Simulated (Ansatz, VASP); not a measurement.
# MgO in VASP and in Ansatz

POSCAR

```
MgO
1.0
    2.5714942600     -0.0518548678     -0.0518548678
   -0.0518548678      2.5714942600     -0.0518548678
   -0.0518548678     -0.0518548678      2.5714942600
Mg O
1 1
Direct
    0.0000000000      0.0000000000      0.0000000000
    0.5000000000      0.5000000000      0.5000000000
```

File INCAR.step1:

```
PREC = Accurate
ENCUT = 520
ISMEAR = 0
SIGMA = 0.01
LREAL = F
LASPH = T
NELM = 80
NBANDS = 11
GGA = PE
ALGO = Normal
EDIFF = 1E-4
LWAVE = T
LCHARG = F
```

Contents of INCAR.step2:

```
PREC = Accurate
ENCUT = 520
EDIFF = 1E-6
ISMEAR = 0
SIGMA = 0.01
LREAL = F
LASPH = T
NELM = 80
ALGO = Normal
ISIF = 2
LWAVE = F
LCHARG = F
METAGGA = R2SCAN
LMIXTAU = T
NBANDS = 11
ISTART = 1
```

Contents of KPOINTS:

```
regular mesh
0
Gamma
  10 10 10
```

Input for Ansatz:

```yaml
crystal:
  lattice:
    - [2.57149426, -0.0518548678, -0.0518548678]
    - [-0.0518548678, 2.57149426, -0.0518548678]
    - [-0.0518548678, -0.0518548678, 2.57149426]
  atoms:
    - { symbol: Mg, position: [0.0, 0.0, 0.0] }
    - { symbol: O, position: [0.5, 0.5, 0.5] }
kpoints:
  mp_grid: { grid: [10, 10, 10] }
  band_path:
    path:
      - [0.0, 0.0, 0.0]
      - [0.0, 0.5, 0.0]
      - [0.5, 0.5, 0.0]
      - [0.5, 0.5, 0.5]
      - [0.0, 0.5, 0.5]
    npoints: 1
hamiltonian:
  xc: r2scan
scf:
  occupations: { method: fixed }
  n_extra_bands: 4
output:
  forces: true
  stress: true
  eigenvalues: true
```

Change from the starting cell: shear_111 strain -5.9%.

Alike in both runs: task single point; functional r2SCAN; k mesh 10 × 10 × 10; no spin polarisation.

```csv
,VASP,Ansatz
version,VASP 6.6.1,Ansatz 0.2.0
potentials or method,"VASP PAW PBE potentials, release 64 (Mg, O)","plane waves, PAW"
plane-wave cutoff (eV),520,500
occupations,"gaussian, width 0.01 eV",fixed
valence electrons in the cell,8,16
```

Ansatz gave:

* gap on the k mesh at the Fermi level (eV): 4.14
* pressure (GPa): 11.5
* traceless stress, the component that is largest in VASP (GPa): -1.48

Task: What did VASP give for the same quantities?

Result: gap on the k mesh at the Fermi level (eV): 4.10; pressure (GPa): 10.2; traceless stress, the component that is largest in VASP (GPa): -1.51.

VASP's potentials were made for PBE, not for r2SCAN. VASP's potentials hold 8 valence electrons a cell and Ansatz's 16, so a difference there can come from the potentials and not from the codes.
